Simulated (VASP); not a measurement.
# TiRuC4N4 (Cmm2) in VASP: further runs

TiRuC4N4 is run at these levels: PBE; tasks: single point.

Everything below comes from runs of VASP 6.6.1. Logs are shortened: lines on timing, memory, paths and dates and some standing lists are left out, and cuts for length are marked.

## Step 1: The cell of the first run

Symmetry: Cmm2, No. 35, orthorhombic system. The conventional cell has a = 6.100 Å, b = 10.405 Å, c = 4.320 Å, α = 90.00°, β = 90.00°, γ = 90.00°. Within 2.6 Å of Ti (site symmetry mm2) lie 4 N at 1.96 to 2.04 Å and 2 C at 2.46 Å. Ru (site symmetry mm2) has 4 C at 1.91 to 2.01 Å and 2 N at 2.43 Å within 2.5 Å. Within 1.6 Å of C (site symmetry m) lie 1 N at 1.18 Å. Within 1.6 Å of C (site symmetry m) lie 1 N at 1.22 Å. N (site symmetry m) has 1 C at 1.18 Å within 1.6 Å. Within 1.6 Å of N (site symmetry m) lie 1 C at 1.22 Å.

## Step 2: Single point, PBE, collinear spin, ferromagnetic start

INCAR

```
SYSTEM = TiRuC4N4
  PREC = Accurate
  ENCUT = 520
  EDIFF = 1E-7
  ISMEAR = 0
  SIGMA = 0.1
  LREAL = .FALSE.
  LASPH = .TRUE.
  NELM = 150
  ALGO = Normal
  ISIF = 2
  LWAVE = .FALSE.
  LCHARG = .FALSE.
  ISPIN = 2
  MAGMOM = 0 -0.55 0 0 0 0 0 0 0 0
  LORBIT = 11
  LMAXMIX = 4
  GGA = PE
  NBANDS = 46
```

KPOINTS

```
Automatic mesh
0
G
  4 4 4
  0 0 0
```

POSCAR

```
TiRuC4N4
1.0
    3.0501761760     -5.2025331944      0.0000000000
    3.0501761760      5.2025331944      0.0000000000
    0.0000000000      0.0000000000      4.3199377213
Ti Ru C N
1 1 4 4
Direct
    0.0000000000      0.0000000000      0.6947612683
    0.5000000000      0.5000000000      0.7796565865
    0.6931316412      0.3068683588      0.7707587964
    0.7167730567      0.7167730567      0.1000846344
    0.2832269433      0.2832269433      0.1000846344
    0.3068683588      0.6931316412      0.7707587964
    0.8061907370      0.1938092630      0.7691772140
    0.7737669144      0.7737669144      0.3709981775
    0.2262330856      0.2262330856      0.3709981775
    0.1938092630      0.8061907370      0.7691772140
```

Potentials or basis: VASP PAW PBE potentials, release 64 (Ti_sv, Ru_pv, C, N).

Launch:

```sh
> cat potpaw_PBE.64/Ti_sv/POTCAR potpaw_PBE.64/Ru_pv/POTCAR potpaw_PBE.64/C/POTCAR potpaw_PBE.64/N/POTCAR > POTCAR
> mpirun -np 1 vasp_std > vasp.out
```

OUTCAR:

```text
SYSTEM = TiRuC4N4
   PREC = Accurate
   ENCUT = 520
   EDIFF = 1E-7
   ISMEAR = 0
   LREAL = .FALSE.
   LASPH = .TRUE.
   NELM = 150
   ISIF = 2
   ISPIN = 2
   LORBIT = 11
   GGA = PE

 ion  position               nearest neighbor table
   1  0.000  0.000  0.695-   8 1.96   9 1.96   7 2.04  10 2.04   4 2.46   5 2.46   2 3.07   2 3.07

   2  0.500  0.500  0.780-   4 1.91   5 1.91   3 2.01   6 2.01   8 2.43   9 2.43   1 3.07   1 3.07

   3  0.693  0.307  0.771-   7 1.18   2 2.01
   4  0.717  0.717  0.100-   8 1.22   2 1.91   1 2.46
   5  0.283  0.283  0.100-   9 1.22   2 1.91   1 2.46
   6  0.307  0.693  0.771-  10 1.18   2 2.01
   7  0.806  0.194  0.769-   3 1.18   1 2.04
   8  0.774  0.774  0.371-   4 1.22   1 1.96   2 2.43
   9  0.226  0.226  0.371-   5 1.22   1 1.96   2 2.43
  10  0.194  0.806  0.769-   6 1.18   1 2.04

  LATTYP: Found a base centered orthorhombic cell.
 ALAT       =     6.1003523520
 B/A-ratio  =     1.7056500655
 C/A-ratio  =     0.7081456073

  Lattice vectors:

 A1 = (   3.0501761760,  -5.2025331944,   0.0000000000)
 A2 = (   3.0501761760,   5.2025331944,   0.0000000000)
 A3 = (   0.0000000000,   0.0000000000,   4.3199377213)

Analysis of symmetry for initial positions (statically):
=====================================================================
 Subroutine PRICEL returns:
 Original cell was already a primitive cell.

 Routine SETGRP: Setting up the symmetry group for a
 base centered orthorhombic supercell.

 Subroutine GETGRP returns: Found  4 space group operations
 (whereof  4 operations were pure point group operations)
 out of a pool of  8 trial point group operations.

The static configuration has the point symmetry C_2v.

Analysis of symmetry for dynamics (positions and initial velocities):
=====================================================================
 Subroutine PRICEL returns:
 Original cell was already a primitive cell.

 Routine SETGRP: Setting up the symmetry group for a
 base centered orthorhombic supercell.

 Subroutine GETGRP returns: Found  4 space group operations
 (whereof  4 operations were pure point group operations)
 out of a pool of  8 trial point group operations.

The dynamic configuration has the point symmetry C_2v.

Analysis of structural, dynamic, and magnetic symmetry:
=====================================================================
 Subroutine PRICEL returns:
 Original cell was already a primitive cell.

 Routine SETGRP: Setting up the symmetry group for a
 base centered orthorhombic supercell.

 Subroutine GETGRP returns: Found  4 space group operations
 (whereof  4 operations were pure point group operations)
 out of a pool of  8 trial point group operations.

The overall configuration has the point symmetry C_2v.

 Subroutine INISYM returns: Found  4 space group operations
 (whereof  4 operations are pure point group operations),
 and found     1 'primitive' translations

----------------------------------------------------------------------------------------

                                     Primitive cell

  volume of cell :     137.1031

  direct lattice vectors                    reciprocal lattice vectors
     3.050176176 -5.202533194  0.000000000     0.163924957 -0.096107027  0.000000000
     3.050176176  5.202533194  0.000000000     0.163924957  0.096107027  0.000000000
     0.000000000  0.000000000  4.319937721     0.000000000  0.000000000  0.231484819

  length of vectors
     6.030748407  6.030748407  4.319937721     0.190020926  0.190020926  0.231484819

  position of ions in fractional coordinates (direct lattice)
     0.000000000  0.000000000  0.694761268
     0.500000000  0.500000000  0.779656587
     0.693131641  0.306868359  0.770758796
     0.716773057  0.716773057  0.100084634
     0.283226943  0.283226943  0.100084634
     0.306868359  0.693131641  0.770758796
     0.806190737  0.193809263  0.769177214
     0.773766914  0.773766914  0.370998177
     0.226233086  0.226233086  0.370998177
     0.193809263  0.806190737  0.769177214

  ion indices of the primitive-cell ions
   primitive index   ion index
                 1           1
                 2           2
                 3           3
                 4           4
                 5           5
                 6           6
                 7           7
                 8           8
                 9           9
                10          10

[... 64 lines left out ...]
   LASPH  =      T    aspherical Exc in radial PAW
   ENCUT  =  520.0 eV  38.22 Ry    6.18 a.u.  11.21 11.21  8.03*2*pi/ulx,y,z
   NELM   =    150;   NELMIN=  2; NELMDL= -5     # of ELM steps
   EDIFF  = 0.1E-06   stopping-criterion for ELM
   LREAL  =      F    real-space projection
   EDIFFG = 0.1E-05   stopping-criterion for IOM
   NSW    =      0    number of steps for IOM
   IBRION =     -1    ionic relax: 0-MD 1-quasi-New 2-CG
   NFREE  =      0    steps in history (QN), initial steepest desc. (CG)
   ISIF   =      2    stress and relaxation
   ISYM   =      2    0-nonsym 1-usesym 2-fastsym
   POTIM  = 0.5000    time-step for ionic-motion
   TEBEG  =    0.0;   TEEND  =   0.0 temperature during run
   PSTRESS=    0.0 pullay stress
   NELECT =      62.0000    total number of electrons
   NUPDOWN=      -1.0000    fix difference up-down
   EMIN   =  10.00;   EMAX   =-10.00  energy-range for DOS
   EFERMI =   0.00;   METHOD = LEGACY
   ISMEAR =     0;   SIGMA  =   0.10  broadening in eV -4-tet -1-fermi 0-gaus
   EFERMI_NEDOS =   21; number of points for ismear=-14 and -15
   IALGO  =     38    algorithm
   IMIX   =      4    mixing-type and parameters
     AMIX     =   0.40;   BMIX     =  1.00
     AMIX_MAG =   1.60;   BMIX_MAG =  1.00
  volume/ion in A,a.u.               =      13.71        92.52
  Fermi-wavevector in a.u.,A,eV,Ry     =   1.256579  2.374589 21.483458  1.578990
  Thomas-Fermi vector in A             =   2.390280
   LORBIT       =     11    0 simple, 1 ext, 2 COOP (PROOUT), +10 PAW based schemes
   GGA     = PE    functional components
   LHFCALC =     F    Hartree Fock is set to
   AEXX    =    0.0000 exact exchange contribution
   IVDW    =     0    specifies the selected vdW correction
   LEPSILON=     F    determine dielectric tensor
   LRPA    =     F    only Hartree local field effects (RPA)
 spin polarized calculation
 Gauss-broadening in eV      SIGMA  =   0.10
  energy-cutoff  :      520.00
  volume of cell :      137.10
 maximum number of plane-waves:      3740
 NGX is ok and might be reduce to    48
   NGX = 23   NGY = 23   NGZ = 17

 number of electron      62.0000003 magnetization       0.0000182

 number of electron      62.0000003 magnetization      -0.0000020

 Free energy of the ion-electron system (eV)
  ---------------------------------------------------
  ext. energy  EPLUGINS =         0.00000000
  ---------------------------------------------------
  free energy    TOTEN  =       -87.26038280 eV

  energy without entropy =      -87.25847803  energy(sigma->0) =      -87.25943042

 E-fermi :   3.1527     XC(G=0):  -9.3299

 val. band max:        3.0474240106   @ k =   0.2500   0.2500   0.5000
 cond. band min:       3.2653640119   @ k =   0.5000  -0.0000   0.5000
 fundamental gap:      0.2179400013
 Fermi energy:         3.1526552755

 spin component 1

 k-point     1 :       0.0000    0.0000    0.0000
  band No.  band energies     occupation
      1     -54.8970      1.00000
      2     -40.2288      1.00000
      3     -40.2002      1.00000
      4     -40.1013      1.00000
      5     -31.3477      1.00000
      6     -31.1288      1.00000
[... 955 lines left out ...]
     42       8.1500      0.00000
     43       8.1632      0.00000
 Fermi energy:         3.1526552755

 spin component 2

 k-point     1 :       0.0000    0.0000    0.0000
  band No.  band energies     occupation
      1     -54.8970      1.00000
      2     -40.2288      1.00000
      3     -40.2002      1.00000
      4     -40.1013      1.00000
      5     -31.3477      1.00000
      6     -31.1288      1.00000
[... 955 lines left out ...]
     42       8.1500      0.00000
     43       8.1632      0.00000
 [bands above 43 left out]

------------------------ aborting loop because EDIFF is reached ----------------------------------------

  FORCE on cell =-STRESS in cart. coord.  units (eV):
  Direction    XX          YY          ZZ          XY          YZ          ZX
  --------------------------------------------------------------------------------------
  -------------------------------------------------------------------------------------
  Total       -0.0595695      0.5841963      0.3302217      0.0000000      0.0000000      0.0000000
  in kB       -0.6961250      6.8268774      3.8589474      0.0000000      0.0000000      0.0000000
  external PRESSURE =       3.3298999 kB  Pullay stress =       0.0000000 kB

 VOLUME and BASIS-vectors are now :
 -----------------------------------------------------------------------------
  energy-cutoff  :      520.00
  volume of cell :      137.10
      direct lattice vectors                 reciprocal lattice vectors
     3.050176176 -5.202533194  0.000000000     0.163924957 -0.096107027  0.000000000
     3.050176176  5.202533194  0.000000000     0.163924957  0.096107027  0.000000000
     0.000000000  0.000000000  4.319937721     0.000000000  0.000000000  0.231484819

 POSITION                                       TOTAL-FORCE (eV/Angst)
 -----------------------------------------------------------------------------------
      0.00000      0.00000      3.00133        -0.000000      0.000000      0.017944
      3.05018      0.00000      3.36807        -0.000000      0.000000     -0.012017
      3.05018     -2.00955      3.32963        -0.000000      0.339025      0.009329
      4.37257      0.00000      0.43236        -0.055420      0.000000     -0.155286
      1.72778      0.00000      0.43236         0.055420      0.000000     -0.155286
      3.05018      2.00955      3.32963        -0.000000     -0.339025      0.009329
      3.05018     -3.18593      3.32280        -0.000000     -0.310617     -0.002413
      4.72025      0.00000      1.60269         0.046742      0.000000      0.145406
      1.38010      0.00000      1.60269        -0.046742      0.000000      0.145406
      3.05018      3.18593      3.32280        -0.000000      0.310617     -0.002413
 -----------------------------------------------------------------------------------
    total drift:                                0.000000     -0.000000     -0.000150

  FREE ENERGIE OF THE ION-ELECTRON SYSTEM (eV)
  ---------------------------------------------------
  free  energy   TOTEN  =       -87.2603828017 eV

  energy  without entropy=      -87.2584780285  energy(sigma->0) =      -87.25943042

 total charge

# of ion       s       p       d       tot
------------------------------------------
    1        2.194   6.224   1.794  10.213
    2        0.384   6.387   6.097  12.867
    3        0.960   1.610   0.000   2.570
    4        0.929   1.596   0.000   2.525
    5        0.929   1.596   0.000   2.525
    6        0.960   1.610   0.000   2.570
    7        1.300   2.625   0.000   3.925
    8        1.284   2.599   0.000   3.883
    9        1.284   2.599   0.000   3.883
   10        1.300   2.625   0.000   3.925
--------------------------------------------------
tot         11.522  29.472   7.891  48.885

 magnetization (x)

# of ion       s       p       d       tot
------------------------------------------
    1        0.000   0.000   0.000   0.000
    2        0.000   0.000   0.000   0.000
    3       -0.000  -0.000   0.000  -0.000
    4       -0.000  -0.000   0.000  -0.000
    5       -0.000  -0.000   0.000  -0.000
    6       -0.000  -0.000   0.000  -0.000
    7       -0.000  -0.000   0.000  -0.000
    8        0.000  -0.000   0.000  -0.000
    9        0.000  -0.000   0.000  -0.000
   10       -0.000  -0.000   0.000  -0.000
--------------------------------------------------
tot          0.000  -0.000   0.000  -0.000
```

Run time: 6.2 min. Hardware: 1 thread of Intel Xeon 6975P-C, shared host; peak memory 0.45 GiB.

Results:

```
Free energy                                           : -87.2604 eV
Pressure                                              : 0.3 GPa
Largest force                                         : 0.339 eV/Å
Band gap on the k mesh                                : 0.22 eV, indirect (least direct gap 0.29 eV)
Net moment                                            : 0.00 μB per cell
Valence electrons inside the program's atomic spheres : Ti 10.21; Ru 12.87; C 2.57, 2.52; N 3.92, 3.88
```

Forces in eV/Å, atoms in the order of the input:
```
Ti   0.000  0.000  0.018
Ru   0.000  0.000 -0.012
C    0.000  0.339  0.009
C   -0.055  0.000 -0.155
C    0.055  0.000 -0.155
C    0.000 -0.339  0.009
N    0.000 -0.311 -0.002
N    0.047  0.000  0.145
N   -0.047  0.000  0.145
N    0.000  0.311 -0.002
```

Stress tensor (GPa, compression positive):
```
-0.07  0.00  0.00
 0.00  0.68  0.00
 0.00  0.00  0.39
```

A k mesh can miss the band edges.

## Step 3: Single point, PBE

This run uses another cell than the first one, of 13.63 Å³/atom, 0.994 times its volume.

INCAR

```
SYSTEM = TiRuC4N4
PREC = Accurate
ENCUT = 520
EDIFF = 1E-6
ISMEAR = 0
SIGMA = 0.01
LREAL = .False.
LASPH = .True.
NELM = 80
ALGO = Normal
ISIF = 2
LWAVE = .False.
LCHARG = .False.
GGA = PE
NBANDS = 42
```

KPOINTS

```
Automatic mesh
0
Gamma
  8 8 8
  0 0 0
```

POSCAR

```
TiRuC4N4
1.0
    3.0229859889     -5.2079723476      0.0000000000
    3.0229859889      5.2079723476      0.0000000000
    0.0000000000      0.0000000000      4.3274767616
Ti Ru C N
1 1 4 4
Direct
    0.0000000000      0.0000000000      0.3029640203
    0.5000000000      0.5000000000      0.2223791961
    0.3069655996      0.6930344004      0.2308884424
    0.7183279916      0.7183279916      0.8992298870
    0.2816720084      0.2816720084      0.8992298870
    0.6930344004      0.3069655996      0.2308884424
    0.1940826972      0.8059173028      0.2317516898
    0.7722640271      0.7722640271      0.6272306228
    0.2277359729      0.2277359729      0.6272306228
    0.8059173028      0.1940826972      0.2317516898
```

Potentials or basis: VASP PAW PBE potentials, release 64 (Ti_sv, Ru_pv, C, N).

Launch:

```sh
> cat potpaw_PBE.64/Ti_sv/POTCAR potpaw_PBE.64/Ru_pv/POTCAR potpaw_PBE.64/C/POTCAR potpaw_PBE.64/N/POTCAR > POTCAR
> mpirun -np 1 vasp_std > vasp.out
```

OUTCAR:

```text
SYSTEM = TiRuC4N4
   PREC = Accurate
   ENCUT = 520
   EDIFF = 1E-6
   ISMEAR = 0
   LREAL = .False.
   LASPH = .True.
   NELM = 80
   ISIF = 2
   GGA = PE

 ion  position               nearest neighbor table
   1  0.000  0.000  0.303-   8 1.97   9 1.97   7 2.04  10 2.04   4 2.44   5 2.44   2 3.04   2 3.04

   2  0.500  0.500  0.222-   4 1.92   5 1.92   3 2.01   6 2.01   8 2.40   9 2.40   1 3.04   1 3.04

   3  0.307  0.693  0.231-   7 1.18   2 2.01
   4  0.718  0.718  0.899-   8 1.22   2 1.92   1 2.44
   5  0.282  0.282  0.899-   9 1.22   2 1.92   1 2.44
   6  0.693  0.307  0.231-  10 1.18   2 2.01
   7  0.194  0.806  0.232-   3 1.18   1 2.04
[... 1304 lines left out ...]

 VOLUME and BASIS-vectors are now :
 -----------------------------------------------------------------------------
  energy-cutoff  :      520.00
  volume of cell :      136.26
      direct lattice vectors                 reciprocal lattice vectors
     3.022985989 -5.207972348  0.000000000     0.165399377 -0.096006654  0.000000000
     3.022985989  5.207972348  0.000000000     0.165399377  0.096006654  0.000000000
     0.000000000  0.000000000  4.327476762     0.000000000  0.000000000  0.231081541

 POSITION                                       TOTAL-FORCE (eV/Angst)
 -----------------------------------------------------------------------------------
      0.00000      0.00000      1.31107        -0.000000      0.000000     -0.025772
      3.02299      0.00000      0.96234        -0.000000      0.000000      0.022787
      3.02299      2.01064      0.99916         0.000000     -0.362855     -0.011150
      4.34299      0.00000      3.89140        -0.059444      0.000000      0.167076
      1.70298      0.00000      3.89140         0.059444      0.000000      0.167076
      3.02299     -2.01064      0.99916         0.000000      0.362855     -0.011150
      3.02299      3.18642      1.00290         0.000000      0.339222      0.006257
      4.66909      0.00000      2.71433         0.047582      0.000000     -0.160691
      1.37689      0.00000      2.71433        -0.047582      0.000000     -0.160691
      3.02299     -3.18642      1.00290         0.000000     -0.339222      0.006257
 -----------------------------------------------------------------------------------
    total drift:                                0.000000     -0.000000     -0.001108

  FREE ENERGIE OF THE ION-ELECTRON SYSTEM (eV)
  ---------------------------------------------------
  free  energy   TOTEN  =       -87.2996458182 eV

  energy  without entropy=      -87.2996458182  energy(sigma->0) =      -87.29964582
```

OSZICAR:

```text
N       E                     dE             d eps       ncg     rms          rms(c)
DAV:   1     0.621186800928E+03    0.62119E+03   -0.32156E+04  8876   0.147E+03
DAV:   2    -0.250216571506E+02   -0.64621E+03   -0.60906E+03  9876   0.417E+02
DAV:   3    -0.965469551522E+02   -0.71525E+02   -0.69659E+02 12554   0.136E+02
DAV:   4    -0.101293213257E+03   -0.47463E+01   -0.47123E+01 13694   0.312E+01
DAV:   5    -0.101446701258E+03   -0.15349E+00   -0.15339E+00 12096   0.456E+00    0.347E+01
DAV:   6    -0.907612090638E+02    0.10685E+02   -0.87629E+01 12970   0.603E+01    0.160E+01
DAV:   7    -0.875291156707E+02    0.32321E+01   -0.20435E+01 11280   0.376E+01    0.948E+00
DAV:   8    -0.875460545409E+02   -0.16939E-01   -0.40560E+00 12448   0.127E+01    0.592E+00
DAV:   9    -0.873584541569E+02    0.18760E+00   -0.11469E+00 12636   0.801E+00    0.268E+00
DAV:  10    -0.872966113253E+02    0.61843E-01   -0.26428E-01 12562   0.367E+00    0.741E-01
DAV:  11    -0.872990231633E+02   -0.24118E-02   -0.25951E-02 11798   0.911E-01    0.316E-01
DAV:  12    -0.872992795372E+02   -0.25637E-03   -0.45465E-03 11270   0.435E-01    0.138E-01
DAV:  13    -0.872996409913E+02   -0.36145E-03   -0.10552E-03 11250   0.187E-01    0.407E-02
DAV:  14    -0.872996436984E+02   -0.27072E-05   -0.11898E-04 11274   0.643E-02    0.253E-02
DAV:  15    -0.872996458275E+02   -0.21291E-05   -0.70223E-05 12176   0.582E-02    0.127E-02
DAV:  16    -0.872996458182E+02    0.93205E-08   -0.95788E-06 10494   0.222E-02
   1 F= -.87299646E+02 E0= -.87299646E+02  d E =-.165173E-22
```

It took 21 min on 1 thread of AMD EPYC 7R13, shared host; peak memory 0.63 GiB.

Results:

| Property | Result |
| --- | --- |
| Free energy | -87.2996 eV |
| Pressure | 0.4 GPa |
| Largest force | 0.363 eV/Å |
| Band gap on the k mesh | 0.22 eV, indirect (least direct gap 0.30 eV) |

Forces in eV/Å, atoms in the order of the input:
```
Ti   0.000  0.000 -0.026
Ru   0.000  0.000  0.023
C    0.000 -0.363 -0.011
C   -0.059  0.000  0.167
C    0.059  0.000  0.167
C    0.000  0.363 -0.011
N    0.000  0.339  0.006
N    0.048  0.000 -0.161
N   -0.048  0.000 -0.161
N    0.000 -0.339  0.006
```

Levels at points of the mesh, in eV from the valence-band top:
```csv
k point,band 28,band 29,band 30,band 31,band 32,band 33,band 34,band 35
"(0.00, 0.00, 0.00)",-2.53,-2.26,-1.75,-1.52,0.85,0.90,1.52,1.76
"(0.50, 0.00, 0.00)",-2.12,-1.66,-1.62,-1.11,0.46,0.71,1.18,1.62
"(0.50, 0.50, 0.00)",-2.25,-1.90,-1.56,-1.39,0.66,0.93,1.71,2.32
"(0.00, 0.00, 0.50)",-2.62,-1.92,-1.20,-0.49,0.49,1.17,1.40,2.19
"(0.50, 0.00, 0.50)",-2.40,-2.13,-1.46,-0.07,0.23,0.93,1.74,1.74
"(0.50, 0.50, 0.50)",-3.15,-2.66,-1.96,-0.58,0.98,1.25,1.84,2.10
```

A k mesh can miss the band edges.
